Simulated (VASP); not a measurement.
# Mg3O2 (R-3m) in VASP: a series of runs

Runs on Mg3O2. Level: PBE. Tasks: single point, relaxation of cell and atoms.

All numbers are computed with VASP 6.6.1; they aren't measurements. Logs are shortened: lines on timing, memory, paths and dates and some standing lists are left out, and cuts for length are marked.

### 1 The cell of the first run

The structure is trigonal, space group R-3m (No. 166). Conventional cell: a = 3.052 Å, b = 3.052 Å, c = 22.449 Å, α = 90.00°, β = 90.00°, γ = 120.00°. Within 2.9 Å of Mg (site symmetry 3m) lie 3 O at 2.16 Å. Mg (site symmetry -3m) has 6 O at 2.14 Å within 2.8 Å. O (site symmetry 3m) has 6 Mg at 2.14 to 2.16 Å within 2.8 Å.

### 2 Single point, PBE

The input, INCAR:

```
PREC = Accurate
ENCUT = 520
EDIFF = 1E-6
ISMEAR = 0
SIGMA = 0.2
LREAL = False
LASPH = True
NELM = 80
ALGO = Normal
ISIF = 2
LWAVE = False
LCHARG = False
GGA = PE
NBANDS = 17
```

The input, KPOINTS:

```
regular mesh
0
Gamma
  6 6 6
```

The input, POSCAR:

```
Mg3O2
1.0
    1.5260890935      0.8810879505      7.4831392069
   -1.5260890935      0.8810879505      7.4831392069
    0.0000000000     -1.7621758963      7.4831392075
Mg O
3 2
Direct
    0.2234099482      0.2234099482      0.2234099482
    0.7765900518      0.7765900518      0.7765900518
    0.0000000000      0.0000000000      0.0000000000
    0.6124589574      0.6124589574      0.6124589574
    0.3875410426      0.3875410426      0.3875410426
```

Potentials or basis: VASP PAW PBE potentials, release 64 (Mg, O).

Started as:

```console
> cat potpaw_PBE.64/Mg/POTCAR potpaw_PBE.64/O/POTCAR > POTCAR
> mpirun -np 1 vasp_std > vasp.out
```

OUTCAR:

```text
PREC = Accurate
   ENCUT = 520
   EDIFF = 1E-6
   ISMEAR = 0
   LREAL = False
   LASPH = True
   NELM = 80
   ISIF = 2
   GGA = PE

 ion  position               nearest neighbor table
   1  0.223  0.223  0.223-   4 2.16   4 2.16   4 2.16   3 3.03   3 3.03   3 3.03   2 3.10   2 3.10
                             2 3.10
   2  0.777  0.777  0.777-   5 2.16   5 2.16   5 2.16   3 3.03   3 3.03   3 3.03   1 3.10   1 3.10
                             1 3.10
   3  0.000  0.000  0.000-   4 2.14   5 2.14   4 2.14   4 2.14   5 2.14   5 2.14   1 3.03   2 3.03
                             1 3.03   2 3.03   1 3.03   2 3.03
   4  0.612  0.612  0.612-   3 2.14   3 2.14   3 2.14   1 2.16   1 2.16   1 2.16
   5  0.388  0.388  0.388-   3 2.14   3 2.14   3 2.14   2 2.16   2 2.16   2 2.16

  LATTYP: Found a trigonal (rhomboedric) cell.
 ALAT       =     7.6878238981
 COS(alpha) =     0.9211897111

  Lattice vectors:

 A1 = (   1.5260890935,   0.8810879505,   7.4831392069)
 A2 = (  -1.5260890935,   0.8810879505,   7.4831392069)
 A3 = (   0.0000000000,  -1.7621758963,   7.4831392075)

Analysis of symmetry for initial positions (statically):
=====================================================================
 Subroutine PRICEL returns:
 Original cell was already a primitive cell.

 Routine SETGRP: Setting up the symmetry group for a
 trigonal (rhombohedral) supercell.

 Subroutine GETGRP returns: Found 12 space group operations
 (whereof 12 operations were pure point group operations)
 out of a pool of 12 trial point group operations.

The static configuration has the point symmetry D_3d.

Analysis of symmetry for dynamics (positions and initial velocities):
=====================================================================
 Subroutine PRICEL returns:
 Original cell was already a primitive cell.

 Routine SETGRP: Setting up the symmetry group for a
 trigonal (rhombohedral) supercell.

 Subroutine GETGRP returns: Found 12 space group operations
 (whereof 12 operations were pure point group operations)
 out of a pool of 12 trial point group operations.

The dynamic configuration has the point symmetry D_3d.

 Subroutine INISYM returns: Found 12 space group operations
 (whereof 12 operations are pure point group operations),
 and found     1 'primitive' translations

----------------------------------------------------------------------------------------

                                     Primitive cell

  volume of cell :      60.3718

  direct lattice vectors                    reciprocal lattice vectors
     1.526089093  0.881087950  7.483139207     0.327634869  0.189160080  0.044544585
    -1.526089093  0.881087950  7.483139207    -0.327634869  0.189160080  0.044544585
     0.000000000 -1.762175896  7.483139207     0.000000000 -0.378320159  0.044544585

  length of vectors
     7.687823898  7.687823898  7.687823898     0.380933542  0.380933542  0.380933542

  position of ions in fractional coordinates (direct lattice)
     0.223409948  0.223409948  0.223409948
     0.776590052  0.776590052  0.776590052
     0.000000000  0.000000000  0.000000000
     0.612458957  0.612458957  0.612458957
     0.387541043  0.387541043  0.387541043

  ion indices of the primitive-cell ions
   primitive index   ion index
                 1           1
                 2           2
                 3           3
                 4           4
                 5           5

----------------------------------------------------------------------------------------

 KPOINTS: regular mesh

Automatic generation of k-mesh.
 Grid dimensions read from file:
 generate k-points for:    6    6    6

 Generating k-lattice:

  Cartesian coordinates                     Fractional coordinates (reciprocal lattice)
     0.054605811  0.031526680  0.007424098     0.166666667  0.000000000  0.000000000
    -0.054605811  0.031526680  0.007424098     0.000000000  0.166666667  0.000000000
     0.000000000 -0.063053360  0.007424098     0.000000000  0.000000000  0.166666667

  Length of vectors
     0.063488924  0.063488924  0.063488924

  Shift w.r.t. Gamma in fractional coordinates (k-lattice)
     0.000000000  0.000000000  0.000000000

 Subroutine IBZKPT returns following result:
 ===========================================

 Found     32 irreducible k-points:

 Following reciprocal coordinates:
            Coordinates               Weight
  0.000000  0.000000  0.000000      1.000000
  0.166667  0.000000  0.000000      6.000000
  0.333333  0.000000  0.000000      6.000000
  0.500000  0.000000  0.000000      3.000000
  0.166667  0.166667  0.000000      6.000000
  0.333333  0.166667  0.000000     12.000000
[... 16 lines left out ...]
  0.500000  0.500000  0.166667      6.000000
 -0.333333  0.500000  0.166667     12.000000
 [... further k-points ...]
   k-points           NKPTS =     32   k-points in BZ     NKDIM =     32   number of bands    NBANDS=     17
   number of dos      NEDOS =    301   number of ions     NIONS =      5
   total plane-waves  NPLWV = 216000
   dimension x,y,z NGX =    60 NGY =   60 NGZ =   60
   dimension x,y,z NGXF=   120 NGYF=  120 NGZF=  120
   ions per type =               3   2
   NGX,Y,Z   is equivalent  to a cutoff of  12.97, 12.97, 12.97 a.u.
   NGXF,Y,Z  is equivalent  to a cutoff of  25.95, 25.95, 25.95 a.u.
 SYSTEM =  unknown system
   PREC   = accura    normal or accurate (medium, high low for compatibility)
   ISTART =      0    job   : 0-new  1-cont  2-samecut
   ICHARG =      2    charge: 1-file 2-atom 10-const
   ISPIN  =      1    spin polarized calculation?
   LNONCOLLINEAR =      F non collinear calculations
   LSORBIT =      F    spin-orbit coupling
   LASPH  =      T    aspherical Exc in radial PAW
   ENCUT  =  520.0 eV  38.22 Ry    6.18 a.u.  14.29 14.29 14.29*2*pi/ulx,y,z
   NELM   =     80;   NELMIN=  2; NELMDL= -5     # of ELM steps
   EDIFF  = 0.1E-05   stopping-criterion for ELM
   LREAL  =      F    real-space projection
   EDIFFG = 0.1E-04   stopping-criterion for IOM
   NSW    =      0    number of steps for IOM
   IBRION =     -1    ionic relax: 0-MD 1-quasi-New 2-CG
   NFREE  =      0    steps in history (QN), initial steepest desc. (CG)
   ISIF   =      2    stress and relaxation
   ISYM   =      2    0-nonsym 1-usesym 2-fastsym
   POTIM  = 0.5000    time-step for ionic-motion
   TEBEG  =    0.0;   TEEND  =   0.0 temperature during run
   PSTRESS=    0.0 pullay stress
   NELECT =      18.0000    total number of electrons
   NUPDOWN=      -1.0000    fix difference up-down
   EMIN   =  10.00;   EMAX   =-10.00  energy-range for DOS
   EFERMI =   0.00;   METHOD = LEGACY
   ISMEAR =     0;   SIGMA  =   0.20  broadening in eV -4-tet -1-fermi 0-gaus
   EFERMI_NEDOS =   21; number of points for ismear=-14 and -15
   IALGO  =     38    algorithm
   IMIX   =      4    mixing-type and parameters
     AMIX     =   0.40;   BMIX     =  1.00
     AMIX_MAG =   1.60;   BMIX_MAG =  1.00
  volume/ion in A,a.u.               =      12.07        81.48
  Fermi-wavevector in a.u.,A,eV,Ry     =   1.093673  2.066743 16.274217  1.196121
  Thomas-Fermi vector in A             =   2.229963
   LORBIT       =      0    0 simple, 1 ext, 2 COOP (PROOUT), +10 PAW based schemes
   GGA     = PE    functional components
   LHFCALC =     F    Hartree Fock is set to
   AEXX    =    0.0000 exact exchange contribution
   IVDW    =     0    specifies the selected vdW correction
   LEPSILON=     F    determine dielectric tensor
   LRPA    =     F    only Hartree local field effects (RPA)
 non-spin polarized calculation
 Gauss-broadening in eV      SIGMA  =   0.20
  energy-cutoff  :      520.00
  volume of cell :       60.37
 maximum number of plane-waves:      1659
 NGX is ok and might be reduce to    60
   NGX = 29   NGY = 29   NGZ = 29

 number of electron      18.0000002 magnetization

 Free energy of the ion-electron system (eV)
  ---------------------------------------------------
  ext. energy  EPLUGINS =         0.00000000
  ---------------------------------------------------
  free energy    TOTEN  =       -24.68077029 eV

  energy without entropy =      -24.67270024  energy(sigma->0) =      -24.67673526

 E-fermi :   5.5335     XC(G=0): -10.1279

 val. band max:        5.4604083401   @ k =   0.3333   0.3333   0.3333
 cond. band min:       5.5982301116   @ k =  -0.3333  -0.3333   0.1667
 fundamental gap:      0.1378217714
 Fermi energy:         5.5334874124

 k-point     1 :       0.0000    0.0000    0.0000
  band No.  band energies     occupation
      1     -15.0871      2.00000
      2     -14.4755      2.00000
      3      -2.5272      2.00000
      4      -0.1100      2.00000
      5       0.9626      2.00000
      6       1.1260      2.00000
[... 9 lines left out ...]
     16      17.2689      0.00000
     17      17.3101      0.00000

 k-point     2 :       0.1667    0.0000    0.0000
  band No.  band energies     occupation
      1     -14.8894      2.00000
      2     -14.3522      2.00000
      3      -2.1307      2.00000
      4      -0.4534      2.00000
      5       0.0460      2.00000
      6       0.6674      2.00000
[... 9 lines left out ...]
     16      15.7393      0.00000
     17      16.0742      0.00000

 k-point     3 :       0.3333    0.0000    0.0000
  band No.  band energies     occupation
      1     -14.4416      2.00000
      2     -14.1095      2.00000
      3      -1.7265      2.00000
      4      -1.5752      2.00000
      5      -0.8273      2.00000
      6       0.5165      2.00000
[... 9 lines left out ...]
     16      14.4734      0.00000
     17      14.8206      0.00000

 k-point     4 :       0.5000    0.0000    0.0000
  band No.  band energies     occupation
      1     -14.1540      2.00000
      2     -14.0225      2.00000
      3      -2.3835      2.00000
      4      -1.9863      2.00000
      5      -0.1857      2.00000
      6       0.3231      2.00000
[... 9 lines left out ...]
     16      14.3652      0.00000
     17      14.4252      0.00000
[... 343 lines left out ...]
      1     -14.1779      2.00000
      2     -14.0048      2.00000
      3      -1.9780      2.00000
      4      -1.6882      2.00000
      5      -0.5285      2.00000
      6      -0.0375      2.00000
[... 9 lines left out ...]
     16      13.9339      0.00000
     17      14.1302      0.00000

 k-point    23 :       0.5000    0.5000    0.1667
  band No.  band energies     occupation
      1     -14.4395      2.00000
      2     -14.1118      2.00000
      3      -1.7366      2.00000
      4      -1.5744      2.00000
      5      -0.6999      2.00000
      6       0.3048      2.00000
[... 9 lines left out ...]
     16      14.3791      0.00000
     17      14.7462      0.00000

 k-point    24 :      -0.3333    0.5000    0.1667
  band No.  band energies     occupation
      1     -14.1764      2.00000
      2     -14.0064      2.00000
      3      -1.9748      2.00000
      4      -1.7253      2.00000
      5      -0.4366      2.00000
      6      -0.0223      2.00000
[... 9 lines left out ...]
     16      13.4232      0.00000
     17      14.0818      0.00000

 [... further k-points ...]
[... 5 lines left out ...]
  --------------------------------------------------------------------------------------
  -------------------------------------------------------------------------------------
  Total       -0.0936646     -0.0936646     -0.1610441      0.0000000     -0.0000000      0.0000000
  in kB       -2.4857177     -2.4857177     -4.2738693      0.0000000     -0.0000000      0.0000000
  external PRESSURE =      -3.0817682 kB  Pullay stress =       0.0000000 kB

 VOLUME and BASIS-vectors are now :
 -----------------------------------------------------------------------------
  energy-cutoff  :      520.00
  volume of cell :       60.37
      direct lattice vectors                 reciprocal lattice vectors
     1.526089093  0.881087950  7.483139207     0.327634869  0.189160080  0.044544585
    -1.526089093  0.881087950  7.483139207    -0.327634869  0.189160080  0.044544585
     0.000000000 -1.762175896  7.483139207     0.000000000 -0.378320159  0.044544585

 POSITION                                       TOTAL-FORCE (eV/Angst)
 -----------------------------------------------------------------------------------
      0.00000      0.00000      5.01542         0.000000     -0.000000     -0.024740
      0.00000      0.00000     17.43399         0.000000      0.000000      0.024740
      0.00000      0.00000      0.00000         0.000000     -0.000000     -0.000000
      0.00000      0.00000     13.74935         0.000000     -0.000000     -0.006960
      0.00000      0.00000      8.70007         0.000000      0.000000      0.006960
 -----------------------------------------------------------------------------------
    total drift:                                0.000000     -0.000000      0.000000

  FREE ENERGIE OF THE ION-ELECTRON SYSTEM (eV)
  ---------------------------------------------------
  free  energy   TOTEN  =       -24.6807702872 eV

  energy  without entropy=      -24.6727002418  energy(sigma->0) =      -24.67673526
```

It took 2.1 min on 1 thread of Intel Xeon Platinum 8488C (Sapphire Rapids), shared host; peak memory 0.46 GiB.

Results:

```
Free energy            : -24.6808 eV
Pressure               : -0.3 GPa
Largest force          : 0.025 eV/Å
Band gap on the k mesh : zero (bands 9 and 10 overlap by 1.21 eV)
```

Forces on the atoms (eV/Å):
```
Mg   0.000  0.000 -0.025
Mg   0.000  0.000  0.025
Mg   0.000  0.000  0.000
O    0.000  0.000 -0.007
O    0.000  0.000  0.007
```

Caveat: the k points lie up to 0.40 Å⁻¹ apart, too coarse for converged energies and pressures of a metal.

### 3 Relaxation of cell and atoms, PBE

This run uses another cell than the first one, of 13.21 Å³/atom.

The input, INCAR:

```
SYSTEM = Mg3O2
ALGO     = Normal         ! electronic algorithm
EDIFF    = 1E-6           ! SCF threshold, eV
EDIFFG   = -0.08          ! ionic threshold
ENCUT    = 600            ! plane-wave cutoff, eV
GGA      = PE             ! functional
IBRION   = 2              ! ionic algorithm
ISIF     = 3              ! what is computed and relaxed
ISMEAR   = 0              ! smearing method
LASPH    = .True.         ! aspherical terms in the spheres
LCHARG   = .False.        ! write CHGCAR
LREAL    = .False.        ! projectors in reciprocal space
LWAVE    = .False.        ! write WAVECAR
NELM     = 100            ! most SCF steps
NSW      = 36             ! ionic steps
PREC     = Accurate       ! precision mode
SIGMA    = 0.2            ! smearing width, eV
```

The input, KPOINTS:

```
k-points
0
Gamma
  6 6 6
  0 0 0
```

The input, POSCAR:

```
Mg3O2
1.0
    1.5500000000      0.8948929200      7.9333333300
   -1.5500000000      0.8948929200      7.9333333300
    0.0000000000     -1.7897858300      7.9333333300
Mg O
3 2
Direct
    0.2320000000      0.2320000000      0.2320000000
    0.7680000000      0.7680000000      0.7680000000
    0.0000000000      0.0000000000      0.0000000000
    0.6160000000      0.6160000000      0.6160000000
    0.3840000000      0.3840000000      0.3840000000
```

Potentials or basis: VASP PAW PBE potentials, release 64 (Mg, O).

Started as:

```console
> cat potpaw_PBE.64/Mg/POTCAR potpaw_PBE.64/O/POTCAR > POTCAR
> mpirun -np 1 vasp_std > vasp.out
```

Wall time 15 min (1 thread of Intel Xeon Platinum 8488C (Sapphire Rapids), shared host); peak memory 0.76 GiB.

Results (log left out):

```yaml
Free_energy: -24.6954 eV
Relaxed_volume: 12.01 Å³/atom
Relaxed_cell: a = 7.662 Å, b = 7.662 Å, c = 7.662 Å, α = 22.96°, β = 22.96°, γ = 22.96°
Space_group_after_relaxing_to_0.1_Å: R-3m (No. 166)
Energy_gained_by_relaxing: 77.1 meV/atom
Ionic_steps: 7
Pressure_after_relaxing: 0.0 GPa
Largest_force_after_relaxing: 0.026 eV/Å
Band_gap_on_the_k_mesh: zero (bands 9 and 10 overlap by 1.17 eV)
```

Forces on the atoms (eV/Å):
```
Mg   0.000  0.000 -0.026
Mg   0.000  0.000  0.026
Mg   0.000  0.000  0.000
O    0.000  0.000 -0.011
O    0.000  0.000  0.011
```

Stress tensor (GPa, compression positive):
```
-0.12  0.00  0.00
 0.00 -0.12  0.00
 0.00  0.00  0.31
```

Step by step:
```
step  energy change (eV)  largest force (eV/Å)  pressure (GPa)  volume (Å³)
   1              0.0000                1.1220           -2.89        66.03
   2             -0.1472                0.8889           -1.69        63.77
   3             -0.2675                1.1238            2.15        59.75
   4             -0.3410                0.7972            1.79        59.20
   5             -0.3505                0.6249            1.79        58.90
   6             -0.3845                0.1000            0.29        59.86
   7             -0.3854                0.0258            0.02        60.04
```

Final structure:
```
Mg O
1.0
     1.52465    0.88026    7.45650
    -1.52465    0.88026    7.45650
     0.00000   -1.76051    7.45650
Mg O
3 2
Direct
  0.22333 0.22333 0.22333
  0.77667 0.77667 0.77667
  0.00000 0.00000 0.00000
  0.61244 0.61244 0.61244
  0.38756 0.38756 0.38756
```

Levels at points of the mesh, in eV from the Fermi level:
| k point | band 5 | band 6 | band 7 | band 8 | band 9 | band 10 | band 11 | band 12 | band 13 |
| --- | --- | --- | --- | --- | --- | --- | --- | --- | --- |
| (0.00, 0.00, 0.00) | -4.58 | -4.43 | -4.43 | -4.11 | -4.11 | 1.23 | 1.90 | 4.89 | 8.40 |
| (0.50, 0.00, 0.00) | -5.74 | -5.22 | -5.08 | -4.71 | -0.63 | -0.19 | 4.00 | 4.78 | 5.97 |
| (0.50, 0.50, 0.00) | -5.63 | -5.38 | -5.08 | -4.71 | -0.62 | 0.12 | 3.73 | 3.98 | 5.95 |
| (0.50, 0.50, 0.50) | -4.43 | -4.43 | -4.11 | -4.11 | -3.21 | -0.37 | 3.22 | 4.74 | 9.39 |

Caveat: the k points lie up to 0.40 Å⁻¹ apart in the final cell, too coarse for converged energies and pressures of a metal.

(Continued in part 2 of 2.)
